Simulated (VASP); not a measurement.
Wanted: the native input for a VASP 6.6.1 run.

```
Task                   : single point
Functional             : PBE
Potentials or basis    : VASP PAW PBE potentials, release 64 (Li_sv)
Cutoff                 : 520 eV
k mesh                 : 18 × 18 × 4
Occupations            : gaussian, width 0.1 eV
Spin                   : no spin polarisation
Dipole correction      : no
Further INCAR settings : ALGO = Normal; EDIFF = 1e-07; NBANDS = 14
```

The structure of Li lies in POSCAR:

```
Li
1.0
    3.0528966474      0.0000000000      0.0000000000
   -1.5264483237      2.6438860518      0.0000000000
    0.0000000000      0.0000000000     10.0206460055
Li
4
Direct
    0.0000000000      0.0000000000      0.0000000000
    0.0000000000      0.0000000000      0.5000000000
    0.3333333333      0.6666666667      0.2500000000
    0.6666666667      0.3333333333      0.7500000000
```

One way to write it, as run:

INCAR

```
PREC = Accurate
ENCUT = 520
EDIFF = 1E-7
ISMEAR = 0
SIGMA = 0.1
LREAL = F
LASPH = T
NELM = 100
ALGO = Normal
ISIF = 2
LWAVE = F
LCHARG = T
GGA = PE
LELF = T
LVHAR = T
NBANDS = 14
```

KPOINTS

```
regular mesh
0
Gamma
  18 18 4
```

Potentials or basis: VASP PAW PBE potentials, release 64 (Li_sv).

Command:

```console
$ cat potpaw_PBE.64/Li_sv/POTCAR > POTCAR
$ mpirun -np 1 vasp_std > vasp.out
```

Results of the run:

| Item | Value |
| --- | --- |
| Band gap on the k mesh | zero (band 6 reaches 2.22 eV, above the bottom of band 7 at -1.82 eV) |

Wall time 100 s on 1 thread of Intel(R) Xeon(R) Platinum 8259CL CPU @ 2.50GHz (Skylake/Cascade Lake), on a shared host, peak memory 0.23 GiB.
